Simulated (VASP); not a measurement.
# Ta (Im-3m) in VASP: further runs

Ta is run at these levels: LDA; tasks: single point.

Everything below comes from runs of VASP 6.6.1. Logs are shortened: lines on timing, memory, paths and dates and some standing lists are left out, and cuts for length are marked.

### 1 The cell of the first run

It takes space group Im-3m (No. 229, cubic). The conventional cell has a = 3.303 Å, b = 3.303 Å, c = 3.303 Å, α = 90.00°, β = 90.00°, γ = 90.00°. Ta (site symmetry m-3m) has 14 Ta at 2.86 to 3.30 Å within 3.8 Å.

### 2 Single point, LDA

Contents of INCAR:

```
SYSTEM = Ta
  PREC = Accurate
  ENCUT = 520
  EDIFF = 1E-7
  ISMEAR = -1
  SIGMA = 0.05
  LREAL = .False.
  LASPH = .True.
  NELM = 80
  ALGO = Fast
  ISIF = 2
  LWAVE = .False.
  LCHARG = .False.
  NBANDS = 12
```

Contents of KPOINTS:

```
Automatic mesh
0
Gamma
  11 11 11
  0 0 0
```

Contents of POSCAR:

```
Ta
1.0
   -1.6512800000      1.6512800000      1.6512800000
    1.6512800000     -1.6512800000      1.6512800000
    1.6512800000      1.6512800000     -1.6512800000
Ta
1
Direct
    0.0000000000      0.0000000000      0.0000000000
```

Potentials or basis: VASP PAW LDA potentials, release 64 (Ta_pv).

Command:

```bash
$ cat potpaw_LDA.64/Ta_pv/POTCAR > POTCAR
$ mpirun -np 1 vasp_std > vasp.out
```

OUTCAR:

```text
SYSTEM = Ta
   PREC = Accurate
   ENCUT = 520
   EDIFF = 1E-7
   ISMEAR = -1
   LREAL = .False.
   LASPH = .True.
   NELM = 80
   ISIF = 2

 ion  position               nearest neighbor table
   1  0.000  0.000  0.000-

  LATTYP: Found a body centered cubic cell.
 ALAT       =     3.3025600000

  Lattice vectors:

 A1 = (  -1.6512800000,   1.6512800000,   1.6512800000)
 A2 = (   1.6512800000,  -1.6512800000,   1.6512800000)
 A3 = (   1.6512800000,   1.6512800000,  -1.6512800000)

Analysis of symmetry for initial positions (statically):
=====================================================================
 Subroutine PRICEL returns:
 Original cell was already a primitive cell.

 Routine SETGRP: Setting up the symmetry group for a
 body centered cubic supercell.

 Subroutine GETGRP returns: Found 48 space group operations
 (whereof 48 operations were pure point group operations)
 out of a pool of 48 trial point group operations.

The static configuration has the point symmetry O_h .

Analysis of symmetry for dynamics (positions and initial velocities):
=====================================================================
 Subroutine PRICEL returns:
 Original cell was already a primitive cell.

 Routine SETGRP: Setting up the symmetry group for a
 body centered cubic supercell.

 Subroutine GETGRP returns: Found 48 space group operations
 (whereof 48 operations were pure point group operations)
 out of a pool of 48 trial point group operations.

The dynamic configuration has the point symmetry O_h .

 Subroutine INISYM returns: Found 48 space group operations
 (whereof 48 operations are pure point group operations),
 and found     1 'primitive' translations

----------------------------------------------------------------------------------------

                                     Primitive cell

  volume of cell :      18.0104

  direct lattice vectors                    reciprocal lattice vectors
    -1.651280000  1.651280000  1.651280000     0.000000000  0.302795407  0.302795407
     1.651280000 -1.651280000  1.651280000     0.302795407  0.000000000  0.302795407
     1.651280000  1.651280000 -1.651280000     0.302795407  0.302795407  0.000000000

  length of vectors
     2.860100858  2.860100858  2.860100858     0.428217371  0.428217371  0.428217371

  position of ions in fractional coordinates (direct lattice)
     0.000000000  0.000000000  0.000000000

  ion indices of the primitive-cell ions
   primitive index   ion index
                 1           1

----------------------------------------------------------------------------------------

 KPOINTS: Automatic mesh

Automatic generation of k-mesh.
 Grid dimensions read from file:
 generate k-points for:   11   11   11

 Generating k-lattice:

  Cartesian coordinates                     Fractional coordinates (reciprocal lattice)
     0.000000000  0.027526855  0.027526855     0.090909091  0.000000000  0.000000000
     0.027526855  0.000000000  0.027526855     0.000000000  0.090909091  0.000000000
     0.027526855  0.027526855  0.000000000     0.000000000  0.000000000  0.090909091

  Length of vectors
     0.038928852  0.038928852  0.038928852

  Shift w.r.t. Gamma in fractional coordinates (k-lattice)
     0.000000000  0.000000000  0.000000000

 Subroutine IBZKPT returns following result:
 ===========================================

 Found     56 irreducible k-points:

 Following reciprocal coordinates:
            Coordinates               Weight
  0.000000  0.000000  0.000000      1.000000
  0.090909  0.000000  0.000000     12.000000
  0.181818  0.000000  0.000000     12.000000
  0.272727  0.000000  0.000000     12.000000
  0.363636  0.000000  0.000000     12.000000
  0.454545  0.000000  0.000000     12.000000
[... 16 lines left out ...]
  0.272727  0.181818  0.090909     48.000000
  0.363636  0.181818  0.090909     24.000000
 [... further k-points ...]
   k-points           NKPTS =     56   k-points in BZ     NKDIM =     56   number of bands    NBANDS=     12
   number of dos      NEDOS =    301   number of ions     NIONS =      1
   total plane-waves  NPLWV =  13824
   dimension x,y,z NGX =    24 NGY =   24 NGZ =   24
   dimension x,y,z NGXF=    48 NGYF=   48 NGZF=   48
   ions per type =               1
   NGX,Y,Z   is equivalent  to a cutoff of  13.95, 13.95, 13.95 a.u.
   NGXF,Y,Z  is equivalent  to a cutoff of  27.90, 27.90, 27.90 a.u.
 SYSTEM =  Ta
   PREC   = accura    normal or accurate (medium, high low for compatibility)
   ISTART =      0    job   : 0-new  1-cont  2-samecut
   ICHARG =      2    charge: 1-file 2-atom 10-const
   ISPIN  =      1    spin polarized calculation?
   LNONCOLLINEAR =      F non collinear calculations
   LSORBIT =      F    spin-orbit coupling
   LASPH  =      T    aspherical Exc in radial PAW
   ENCUT  =  520.0 eV  38.22 Ry    6.18 a.u.   5.32  5.32  5.32*2*pi/ulx,y,z
   NELM   =     80;   NELMIN=  2; NELMDL= -5     # of ELM steps
   EDIFF  = 0.1E-06   stopping-criterion for ELM
   LREAL  =      F    real-space projection
   EDIFFG = 0.1E-05   stopping-criterion for IOM
   NSW    =      0    number of steps for IOM
   IBRION =     -1    ionic relax: 0-MD 1-quasi-New 2-CG
   NFREE  =      0    steps in history (QN), initial steepest desc. (CG)
   ISIF   =      2    stress and relaxation
   ISYM   =      2    0-nonsym 1-usesym 2-fastsym
   POTIM  = 0.5000    time-step for ionic-motion
   TEBEG  =    0.0;   TEEND  =   0.0 temperature during run
   PSTRESS=    0.0 pullay stress
   NELECT =      11.0000    total number of electrons
   NUPDOWN=      -1.0000    fix difference up-down
   EMIN   =  10.00;   EMAX   =-10.00  energy-range for DOS
   EFERMI =   0.00;   METHOD = LEGACY
   ISMEAR =    -1;   SIGMA  =   0.05  broadening in eV -4-tet -1-fermi 0-gaus
   EFERMI_NEDOS =   21; number of points for ismear=-14 and -15
   IALGO  =     68    algorithm
   IMIX   =      4    mixing-type and parameters
     AMIX     =   0.40;   BMIX     =  1.00
     AMIX_MAG =   1.60;   BMIX_MAG =  1.00
  volume/ion in A,a.u.               =      18.01       121.54
  Fermi-wavevector in a.u.,A,eV,Ry     =   1.388988  2.624806 26.249534  1.929286
  Thomas-Fermi vector in A             =   2.513061
   LORBIT       =      0    0 simple, 1 ext, 2 COOP (PROOUT), +10 PAW based schemes
   GGA     = CA    functional components
   LHFCALC =     F    Hartree Fock is set to
   AEXX    =    0.0000 exact exchange contribution
   IVDW    =     0    specifies the selected vdW correction
   LEPSILON=     F    determine dielectric tensor
   LRPA    =     F    only Hartree local field effects (RPA)
 non-spin polarized calculation
 RMM-DIIS sequential band-by-band and
  energy-cutoff  :      520.00
  volume of cell :       18.01
 maximum number of plane-waves:       494
 NGX is ok and might be reduce to    24
   NGX = 11   NGY = 11   NGZ = 11

 number of electron      11.0000002 magnetization

 Free energy of the ion-electron system (eV)
  ---------------------------------------------------
  ext. energy  EPLUGINS =         0.00000000
  ---------------------------------------------------
  free energy    TOTEN  =       -12.81883852 eV

  energy without entropy =      -12.81145479  energy(sigma->0) =      -12.81514665

 E-fermi :   5.4010     XC(G=0): -12.7961

 val. band max:        5.3233671088   @ k =  -0.4545  -0.4545   0.0909
 cond. band min:       5.4848414273   @ k =  -0.1818   0.2727   0.0909
 fundamental gap:      0.1614743185
 Fermi energy:         5.4009978640

 k-point     1 :       0.0000    0.0000    0.0000
  band No.  band energies     occupation
      1     -27.5001      2.00000
      2     -27.5001      2.00000
      3     -27.5001      2.00000
      4      -2.4427      2.00000
      5       6.0700      0.00000
      6       6.0700      0.00000
      7       6.0700      0.00000
      8       9.3275      0.00000
      9       9.3275      0.00000
     10      20.4770      0.00000
     11      20.4770      0.00000
     12      20.4770      0.00000

 k-point     2 :       0.0909    0.0000    0.0000
  band No.  band energies     occupation
      1     -27.6033      2.00000
      2     -27.5319      2.00000
      3     -27.5007      2.00000
      4      -2.0753      2.00000
      5       5.8387      0.00032
      6       5.9945      0.00001
      7       6.4318      0.00000
      8       8.9862      0.00000
      9       9.3314      0.00000
     10      20.7907      0.00000
     11      21.1165      0.00000
     12      21.3901      0.00000

 k-point     3 :       0.1818    0.0000    0.0000
  band No.  band energies     occupation
      1     -27.8724      2.00000
      2     -27.6162      2.00000
      3     -27.5022      2.00000
      4      -1.0832      2.00000
      5       5.2783      1.84161
      6       5.6346      0.01853
      7       7.4874      0.00000
      8       8.6374      0.00000
      9       9.3890      0.00000
     10      19.0843      0.00000
     11      21.2023      0.00000
     12      22.8876      0.00000
[... 286 lines left out ...]
 k-point    23 :       0.2727    0.1818    0.0909
  band No.  band energies     occupation
      1     -28.4843      2.00000
      2     -27.9654      2.00000
      3     -27.6887      2.00000
      4       2.5682      2.00000
      5       3.8661      2.00000
      6       4.8288      1.99998
      7       9.6651      0.00000
      8      10.2086      0.00000
      9      14.5823      0.00000
     10      15.7483      0.00000
     11      19.4975      0.00000
     12      20.6698      0.00000

 k-point    24 :       0.3636    0.1818    0.0909
  band No.  band energies     occupation
      1     -28.4872      2.00000
      2     -28.0451      2.00000
      3     -27.6968      2.00000
      4       2.5804      2.00000
      5       3.8057      2.00000
      6       5.5018      0.23512
      7       9.7480      0.00000
      8      10.3141      0.00000
      9      14.4632      0.00000
     10      15.5375      0.00000
     11      18.8689      0.00000
     12      20.5533      0.00000

 [... further k-points ...]
[... 5 lines left out ...]
  --------------------------------------------------------------------------------------
  -------------------------------------------------------------------------------------
  Total       -0.9705789     -0.9705789     -0.9705789      0.0000000     -0.0000000      0.0000000
  in kB      -86.3414378    -86.3414378    -86.3414378      0.0000000     -0.0000000      0.0000000
  external PRESSURE =     -86.3414378 kB  Pullay stress =       0.0000000 kB

 VOLUME and BASIS-vectors are now :
 -----------------------------------------------------------------------------
  energy-cutoff  :      520.00
  volume of cell :       18.01
      direct lattice vectors                 reciprocal lattice vectors
    -1.651280000  1.651280000  1.651280000     0.000000000  0.302795407  0.302795407
     1.651280000 -1.651280000  1.651280000     0.302795407  0.000000000  0.302795407
     1.651280000  1.651280000 -1.651280000     0.302795407  0.302795407  0.000000000

 POSITION                                       TOTAL-FORCE (eV/Angst)
 -----------------------------------------------------------------------------------
      0.00000      0.00000      0.00000        -0.000000      0.000000     -0.000000
 -----------------------------------------------------------------------------------
    total drift:                               -0.000000      0.000000      0.000000

  FREE ENERGIE OF THE ION-ELECTRON SYSTEM (eV)
  ---------------------------------------------------
  free  energy   TOTEN  =       -12.8188385179 eV

  energy  without entropy=      -12.8114547892  energy(sigma->0) =      -12.81514665
```

Run time: 17 s. Hardware: 1 thread of AMD EPYC 7R43 (Zen 3), shared host; peak memory 0.09 GiB.

Results:

```
Free energy : -12.8188 eV
Pressure    : -8.6 GPa
```

Caveat: spin-orbit coupling is left out, which moves the levels of the heavy elements.

### 3 Single point, LDA (volume scaled by 1.02)

Contents of INCAR:

```
  PREC = Accurate
  ENCUT = 520
  EDIFF = 1E-7
  ISMEAR = -1
  SIGMA = 0.05
  LREAL = False
  LASPH = True
  NELM = 60
  ALGO = Normal
  ISIF = 2
  LWAVE = False
  LCHARG = False
  GGA = CA
  NBANDS = 12
```

Contents of KPOINTS:

```
Automatic mesh
0
Gamma
  11 11 11
```

Contents of POSCAR:

```
Ta
1.0
   -1.6622159478      1.6622159478      1.6622159478
    1.6622159478     -1.6622159478      1.6622159478
    1.6622159478      1.6622159478     -1.6622159478
Ta
1
Direct
    0.0000000000      0.0000000000      0.0000000000
```

Potentials or basis: VASP PAW LDA potentials, release 64 (Ta_pv).

Command:

```bash
$ cat potpaw_LDA.64/Ta_pv/POTCAR > POTCAR
$ mpirun -np 1 vasp_std > vasp.out
```

OUTCAR:

```text
PREC = Accurate
   ENCUT = 520
   EDIFF = 1E-7
   ISMEAR = -1
   LREAL = False
   LASPH = True
   NELM = 60
   ISIF = 2
   GGA = CA

 ion  position               nearest neighbor table
   1  0.000  0.000  0.000-

  LATTYP: Found a body centered cubic cell.
 ALAT       =     3.3244318956

  Lattice vectors:

 A1 = (  -1.6622159478,   1.6622159478,   1.6622159478)
 A2 = (   1.6622159478,  -1.6622159478,   1.6622159478)
[... 528 lines left out ...]
      1     -28.6630      2.00000
      2     -28.2490      2.00000
      3     -27.9220      2.00000
      4       2.4694      2.00000
      5       3.6857      2.00000
      6       5.3032      0.42566
      7       9.4910      0.00000
      8      10.0415      0.00000
      9      14.0571      0.00000
     10      15.1449      0.00000
     11      18.5078      0.00000
     12      18.8631      0.00000

 [... further k-points ...]
[... 5 lines left out ...]
  --------------------------------------------------------------------------------------
  -------------------------------------------------------------------------------------
  Total       -1.4039866     -1.4039866     -1.4039866     -0.0000000      0.0000000     -0.0000000
  in kB     -122.4478663   -122.4478663   -122.4478663     -0.0000000      0.0000000     -0.0000000
  external PRESSURE =    -122.4478663 kB  Pullay stress =       0.0000000 kB

 VOLUME and BASIS-vectors are now :
 -----------------------------------------------------------------------------
  energy-cutoff  :      520.00
  volume of cell :       18.37
      direct lattice vectors                 reciprocal lattice vectors
    -1.662215948  1.662215948  1.662215948     0.000000000  0.300803274  0.300803274
     1.662215948 -1.662215948  1.662215948     0.300803274  0.000000000  0.300803274
     1.662215948  1.662215948 -1.662215948     0.300803274  0.300803274  0.000000000

 POSITION                                       TOTAL-FORCE (eV/Angst)
 -----------------------------------------------------------------------------------
      0.00000      0.00000      0.00000         0.000000     -0.000000     -0.000000
 -----------------------------------------------------------------------------------
    total drift:                               -0.000000      0.000000      0.000000

  FREE ENERGIE OF THE ION-ELECTRON SYSTEM (eV)
  ---------------------------------------------------
  free  energy   TOTEN  =       -12.7953825620 eV

  energy  without entropy=      -12.7873253042  energy(sigma->0) =      -12.79135393
```

stdout:

```text
POSCAR found type information on POSCAR Ta
 POSCAR found :  1 types and       1 ions
 scaLAPACK will be used
 LDA part: xc-table for (Slater(with rela. corr.)+CA(PZ))
 , standard interpolation
 POSCAR, INCAR and KPOINTS ok, starting setup
 FFT: planning ... GRIDC
 FFT: planning ... GRID_SOFT
 FFT: planning ... GRID
 WAVECAR not read
 entering main loop
```

Wall time 8.2 s (1 thread of AMD EPYC 7R43 (Zen 3), shared host); peak memory 0.1 GiB.

What came out:

```yaml
Free_energy: -12.7954 eV
Pressure: -12.2 GPa
```

Caveat: spin-orbit coupling is left out, which moves the levels of the heavy elements.

(Continued in part 2 of 2.)
